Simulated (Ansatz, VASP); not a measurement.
# BN in VASP and in Ansatz

INCAR

```
ALGO     = Normal         # electronic algorithm
EDIFF    = 1E-6           # SCF threshold, eV
ENCUT    = 520            # plane-wave cutoff, eV
GGA      = PS             # functional
ISIF     = 2              # what is computed and relaxed
ISMEAR   = 0              # smearing method
LASPH    = True           # aspherical terms in the spheres
LCHARG   = True           # write CHGCAR
LELF     = True           # ELF
LREAL    = False          # projectors in reciprocal space
LVHAR    = True         
LWAVE    = False          # write WAVECAR
NBANDS   = 16             # bands
NELM     = 100            # most SCF steps
PREC     = Accurate       # precision mode
SIGMA    = 0.02           # smearing width, eV
```

File KPOINTS:

```
k-points
0
Gamma
  12 12 4
```

The input POSCAR:

```
BN
1.0
    2.5531452424      0.0000000000      0.0000000000
   -1.2765726212      2.2110886394      0.0000000000
    0.0000000000      0.0000000000      6.6043011000
B N
2 2
Direct
    0.0000000000      0.0000000000      0.5000000000
    0.3333333333      0.6666666667      0.0000000000
    0.0000000000      0.0000000000      0.0000000000
    0.6666666667      0.3333333333      0.5000000000
```

Input for Ansatz:

```yaml
crystal:
  lattice:
    - [2.5531452424, 0.0, 0.0]
    - [-1.2765726212, 2.2110886394, 0.0]
    - [0.0, 0.0, 6.6043011]
  atoms:
    - { symbol: B, position: [0.0, 0.0, 0.5] }
    - { symbol: B, position: [0.3333333333, 0.6666666667, 0.0] }
    - { symbol: "N", position: [0.0, 0.0, 0.0] }
    - { symbol: "N", position: [0.6666666667, 0.3333333333, 0.5] }
basis:
  ecutwfc: 420
kpoints:
  mp_grid: { grid: [12, 12, 4] }
hamiltonian:
  xc: pbesol
scf:
  occupations: { method: gaussian, width: 0.02 }
output:
  forces: true
  stress: true
  eigenvalues: true
  populations: true
```

Alike in both runs: task single point; functional PBEsol; k mesh 12 × 12 × 4; occupations gaussian, width 0.02 eV; no spin polarisation.

|  | VASP | Ansatz |
| --- | --- | --- |
| version | VASP 6.6.1 | Ansatz 0.2.0 |
| potentials or method | VASP PAW PBE potentials, release 64 (B, N), cutoff 520 eV | scalar-relativistic, plane waves, PAW |
| valence electrons in the cell | 16 | 16 |

```csv
,VASP,Ansatz,Ansatz less VASP
gap on the k mesh at the Fermi level (eV),4.15,4.16,+0.008
least direct gap on the mesh (eV),4.24,4.25,+0.006
pressure (GPa),-12.3,-12.6,-0.28
"traceless stress, the component that is largest in VASP (GPa)",13.07,13.46,+0.392
```

VASP's potentials were made for PBE, not for PBEsol.
